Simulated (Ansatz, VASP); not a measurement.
## Ba: VASP beside Ansatz

```
Ba
1.0
    -1.32817    2.65635    2.65635
     2.65635   -1.32817    2.65635
     2.65635    2.65635   -1.32817
Ba
1
Direct
  0.00000 0.00000 0.00000
```

Alike in both runs: task single point; functional PBE; k mesh 18 × 18 × 18; occupations gaussian, width 0.15 eV; no spin polarisation.

|  | VASP | Ansatz |
| --- | --- | --- |
| version | VASP 6.6.1 | Ansatz 0.2.0 |
| potentials or method | VASP PAW PBE potentials, release 64 (Ba_sv), cutoff 520 eV | scalar-relativistic, plane waves, PAW |
| valence electrons in the cell | 10 | 10 |

VASP gave:

```
gap on the k mesh at the Fermi level (eV) : none
pressure (GPa)                            : -0.1
```

Question: What did Ansatz give for the same quantities?

Answer: gap on the k mesh at the Fermi level (eV): none; pressure (GPa): -0.2.

A gap of «none» marks a metal or a gap that the smearing closes.

Neither program's run includes spin-orbit coupling.
